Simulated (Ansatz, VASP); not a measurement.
**One calculation of Cd, two programs**

Contents of INCAR:

```
PREC = Accurate
ENCUT = 520
EDIFF = 1E-6
ISMEAR = -1
SIGMA = 0.1
LREAL = False
LASPH = True
NELM = 60
ALGO = Normal
ISIF = 2
LWAVE = False
LCHARG = False
GGA = PS
NBANDS = 12
```

Contents of KPOINTS:

```
regular mesh
0
Gamma
  14 14 14
```

Contents of POSCAR:

```
Cd
1.0
   -1.6996967485      1.6996967485      1.6996967485
    1.6996967485     -1.6996967485      1.6996967485
    1.6996967485      1.6996967485     -1.6996967485
Cd
1
Direct
    0.0000000000      0.0000000000      0.0000000000
```

Input for Ansatz:

```yaml
crystal:
  lattice:
    - [-1.6996967485, 1.6996967485, 1.6996967485]
    - [1.6996967485, -1.6996967485, 1.6996967485]
    - [1.6996967485, 1.6996967485, -1.6996967485]
  atoms:
    - { symbol: Cd, position: [0.0, 0.0, 0.0] }
hamiltonian:
  xc: pbesol
  pseudopotentials:
    kind: paw
    azcp:
      Cd: "pseudopotentials/Cd.paw.azcp"
basis:
  ecutwfc: 420
  fft_grid_basis: typed
kpoints:
  mp_grid: { grid: [14, 14, 14], shift: [0, 0, 0] }
magnetization:
  spin_polarized: false
scf:
  occupations: { method: fermi_dirac, width: 0.1 }
  lower_state_search: "off"
output:
  stress: true
```

Alike in both runs: task single point; functional PBEsol; k mesh 14 × 14 × 14; occupations fermi-dirac, width 0.1 eV; no spin polarisation.

|  | VASP | Ansatz |
| --- | --- | --- |
| version | VASP 6.6.1 | Ansatz 0.2.0 |
| potentials or method | VASP PAW PBE potentials, release 64 (Cd), cutoff 520 eV | plane waves (420 eV) with PAW, scalar-relativistic |
| valence electrons in the cell | 12 | 20 |

VASP gave:

```
pressure (GPa) : 6.0
```

What did Ansatz give for the same quantities?

Pressure (GPa): 5.5.

VASP's potentials were made for PBE, not for PBEsol, and Ansatz warns of the same on its side. VASP's potentials hold 12 valence electrons a cell and Ansatz's 20, so a difference there can come from the potentials and not from the codes.
